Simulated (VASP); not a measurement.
Pb2S2Br, 5 atoms in the cell. It takes space group I4/mmm (No. 139, tetragonal). The conventional cell has a = 4.296 Å, b = 4.296 Å, c = 14.285 Å, α = 90.00°, β = 90.00°, γ = 90.00°. Within 3.4 Å of Pb (site symmetry 4mm) lie 4 S at 2.58 Å. Within 3.4 Å of S (site symmetry -4m2) lie 4 Pb at 2.58 Å and 4 S at 3.04 Å. Br (site symmetry 4/mmm) has 10 Pb at 3.72 to 5.00 Å and 8 S at 4.17 Å and 4 Br at 4.30 Å within 5.0 Å. 

```yaml
Program: VASP 6.6.1
Task: single point
Functional: BLYP
Potentials_or_basis: VASP PAW PBE potentials, release 64 (Pb_d, S, Br)
Cutoff: 520 eV
k_mesh: 5 × 5 × 5
Occupations: methfessel-paxton, width 0.028 eV
Spin: no spin polarisation
Dipole_correction: no
Further_INCAR_settings: ALGO = Normal; EDIFF = 1e-07; NBANDS = 32
```

Potentials or basis: VASP PAW PBE potentials, release 64 (Pb_d, S, Br).

Command:

```sh
$ cat potpaw_PBE.64/Pb_d/POTCAR potpaw_PBE.64/S/POTCAR potpaw_PBE.64/Br/POTCAR > POTCAR
$ mpirun -np 1 vasp_std > vasp.out
```

Hardware: 1 thread of Intel(R) Xeon(R) 6975P-C (Granite Rapids), on a shared host.

Question: How long does it take, and how much memory?

Answer: Wall time 60 s on 1 thread of Intel(R) Xeon(R) 6975P-C (Granite Rapids), on a shared host, peak memory 0.26 GiB. Counts: scf iterations 18, k points 18.
